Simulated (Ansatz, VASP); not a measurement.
Two plane-wave programs on Te2Pt

POSCAR

```
Te2Pt
1.0
    4.0381770495      0.0000000000      0.0000000000
   -2.0190885248      3.4971639098      0.0000000000
    0.0000000000      0.0000000000      5.3109615756
Pt Te
1 2
Direct
    0.0000000000      0.0000000000      0.0000000000
    0.3333333333      0.6666666667      0.2568463255
    0.6666666667      0.3333333333      0.7431536745
```

INCAR.step1

```
SYSTEM = Te2Pt
ALGO = Normal ; EDIFF = 1E-5
ENCUT = 400 ; GGA = PE
GGA_COMPAT = .FALSE. ; ISIF = 2
ISMEAR = -1 ; LASPH = .TRUE.
LCHARG = .FALSE. ; LREAL = .FALSE.
LWAVE = .TRUE. ; NBANDS = 18
NELM = 120 ; PREC = Accurate
SIGMA = 0.02
```

Contents of INCAR.step2:

```
SYSTEM = Te2Pt
AEXX = 0.2 ; ALGO = Normal
EDIFF = 1E-6 ; ENCUT = 400
GGA = PE ; GGA_COMPAT = .FALSE.
HFSCREEN = 0.5 ; ISIF = 2
ISMEAR = -1 ; ISTART = 1
LASPH = .TRUE. ; LCHARG = .FALSE.
LHFCALC = .TRUE. ; LREAL = .FALSE.
LWAVE = .FALSE. ; NBANDS = 18
NELM = 120 ; PREC = Accurate
PRECFOCK = Normal ; SIGMA = 0.02
```

Contents of KPOINTS:

```
k-points
0
G
  6 6 2
  0 0 0
```

Input for Ansatz:

```yaml
crystal:
  lattice:
    - [4.0381770495, 0.0, 0.0]
    - [-2.0190885248, 3.4971639098, 0.0]
    - [0.0, 0.0, 5.3109615756]
  atoms:
    - { symbol: Pt, position: [0.0, 0.0, 0.0] }
    - { symbol: Te, position: [0.3333333333, 0.6666666667, 0.2568463255] }
    - { symbol: Te, position: [0.6666666667, 0.3333333333, 0.7431536745] }
kpoints:
  mp_grid: { grid: [6, 6, 2] }
hamiltonian:
  xc: { exchange: pbe, correlation: pbe, exx: { coeff: 0.2, omega: 0.5 } }
scf:
  occupations: { method: fermi_dirac, width: 0.02 }
  n_extra_bands: 4
output:
  forces: true
  stress: true
  eigenvalues: true
```

Alike in both runs: task single point; functional PBE-based screened hybrid with a share of 0.2 of exact exchange and HFSCREEN = 0.5; k mesh 6 × 6 × 2; occupations fermi-dirac, width 0.02 eV; no spin polarisation.

|  | VASP | Ansatz |
| --- | --- | --- |
| version | VASP 6.6.1 | Ansatz 0.2.0 |
| potentials or method | VASP PAW PBE potentials, release 64 (Pt, Te) | plane waves |
| plane-wave cutoff (eV) | 400 | 420 |
| valence electrons in the cell | 22 | 50 |

|  | VASP | Ansatz | Ansatz less VASP |
| --- | --- | --- | --- |
| pressure (GPa) | 1.0 | 1.4 | +0.35 |
| traceless stress, the component that is largest in VASP (GPa) | -0.24 | -0.27 | -0.027 |
| rms of the force components (eV/Å) | 0.008 | 0.011 | +0.0029 |

VASP's potentials were made for PBE, not for PBE-based screened hybrid. Atom by atom the forces differ by 0.003 eV/Å (rms over components). VASP's potentials hold 22 valence electrons a cell and Ansatz's 50, so a difference there can come from the potentials and not from the codes. Ansatz's warnings: filled band counts differ across k points, stress exchange threshold loose, stress scf threshold loose.

The k mesh is coarse, so the values compare programs but aren't converged. Spin-orbit coupling is off throughout.
